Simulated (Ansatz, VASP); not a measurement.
# MgB2 in VASP and in Ansatz

INCAR

```
SYSTEM = MgB2
PREC = Accurate
ENCUT = 520
EDIFF = 1E-7
ISMEAR = -1
SIGMA = 0.05
LREAL = .FALSE.
LASPH = .TRUE.
NELM = 80
ALGO = Normal
ISIF = 2
LWAVE = .FALSE.
LCHARG = .FALSE.
GGA = CA
NBANDS = 11
```

Contents of KPOINTS:

```
Automatic mesh
0
G
  10 10 8
  0 0 0
```

Contents of POSCAR:

```
MgB2
1.0
    3.0433056997      0.0000000000      0.0000000000
   -1.5216528499      2.6355800475      0.0000000000
    0.0000000000      0.0000000000      3.4753860551
Mg B
1 2
Direct
    0.0000000000      0.0000000000      0.0000000000
    0.6666666667      0.3333333333      0.5000000000
    0.3333333333      0.6666666667      0.5000000000
```

input.yaml

```yaml
crystal:
  lattice:
    - [3.0433056997, 0.0, 0.0]
    - [-1.5216528499, 2.6355800475, 0.0]
    - [0.0, 0.0, 3.4753860551]
  atoms:
    - { symbol: Mg, position: [0.0, 0.0, 0.0] }
    - { symbol: B, position: [0.6666666667, 0.3333333333, 0.5] }
    - { symbol: B, position: [0.3333333333, 0.6666666667, 0.5] }
kpoints:
  mp_grid: { grid: [10, 10, 8] }
scf:
  occupations: { method: fermi_dirac, width: 0.05 }
hamiltonian:
  xc: lda
  pseudopotentials: { kind: all_electron, lapw: { basis_error: 0.002 } }
output:
  forces: true
  stress: true
  eigenvalues: true
```

Change from the starting cell: volume scaled by 0.96.

Alike in both runs: task single point; functional LDA; k mesh 10 × 10 × 8; occupations fermi-dirac, width 0.05 eV; no spin polarisation.

|  | VASP | Ansatz |
| --- | --- | --- |
| version | VASP 6.6.1 | Ansatz 0.2.0 |
| potentials or method | VASP PAW LDA potentials, release 64 (Mg, B), cutoff 520 eV | all-electron LAPW, scalar-relativistic |

|  | VASP | Ansatz | Ansatz less VASP |
| --- | --- | --- | --- |
| gap on the k mesh at the Fermi level (eV) | none | none | - |
| pressure (GPa) | -2.1 | -1.5 | +0.60 |
| traceless stress, the component that is largest in VASP (GPa) | -1.25 | -1.14 | +0.109 |

LDA's correlation is that of Perdew and Zunger in VASP and of Perdew and Wang (1992) in Ansatz. A gap of «none» marks a metal or a gap that the smearing closes. Ansatz ran all-electron here, and VASP with PAW potentials.
